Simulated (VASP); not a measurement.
## AlN: single point with PBEsol

Crystal: AlN.

```
Al N
1.0
     3.31212   -0.24841    0.00000
    -1.87119    2.99258    0.00000
     0.00000    0.00000    4.18756
Al N
2 2
Direct
  0.33333 0.66667 0.75000
  0.66667 0.33333 0.25000
  0.33333 0.66667 0.25000
  0.66667 0.33333 0.75000
```

This cell differs from its parent crystal: strain -0.1500 x Voigt [0, 0, 0, 0, 0, 1].

```yaml
Program: VASP 6.6.1
Task: single point
Functional: PBEsol
Potentials_or_basis: VASP PAW PBE potentials, release 64 (Al, N)
Cutoff: 520 eV
k_mesh: 12 × 12 × 6
Occupations: gaussian, width 0.05 eV
Spin: no spin polarisation
Dipole_correction: no
Further_INCAR_settings: ALGO = Normal; EDIFF = 1e-06; NBANDS = 16
```

```json
{
 "Pressure": "0.6 GPa",
 "Largest force": "2.202 eV/Å",
 "Band gap on the k mesh": "2.86 eV (least direct gap 3.05 eV)"
}
```

Forces in eV/Å, atoms in the order of the input:
```
Al   1.767  0.496  0.000
Al  -1.767 -0.496  0.000
N    2.144  0.502  0.000
N   -2.144 -0.502  0.000
```

Stress tensor (GPa, compression positive):
```
 5.47 25.40  0.00
25.40  1.78  0.00
 0.00  0.00 -5.32
```

Levels at points of the mesh, in eV from the valence-band top:
```tsv
k point	band 5	band 6	band 7	band 8	band 9	band 10	band 11	band 12
(0.00, 0.00, 0.00)	-2.89	-1.93	-1.23	0.00	3.05	3.93	7.64	9.88
(0.50, 0.00, 0.00)	-4.36	-4.18	-3.19	-1.78	2.86	6.12	6.98	7.94
(0.00, 0.50, 0.00)	-4.44	-4.23	-2.83	-1.43	3.88	6.95	7.07	8.76
(0.50, 0.50, 0.00)	-4.24	-3.64	-2.66	-1.00	5.08	7.17	7.86	8.69
(0.00, 0.00, 0.50)	-2.72	-2.72	-2.10	-2.10	4.93	4.93	7.84	7.84
(0.50, 0.00, 0.50)	-3.80	-3.80	-1.85	-1.85	4.31	4.31	9.35	9.35
(0.00, 0.50, 0.50)	-3.16	-3.16	-1.75	-1.75	4.92	4.92	9.27	9.27
(0.50, 0.50, 0.50)	-2.53	-2.53	-1.71	-1.71	5.67	5.67	9.30	9.30
```

It took 88 s on 1 thread of Intel(R) Xeon(R) 6975P-C (Granite Rapids), with other jobs on the host, peak memory 0.28 GiB.

Caveat: the cell differs from its parent crystal (strain -0.1500 x Voigt [0, 0, 0, 0, 0, 1]); the stress differs along the axes, from -5 to 5 GPa; the PAW data sets were made with another functional, which shifts forces and pressure a little. A k mesh can miss the band edges.
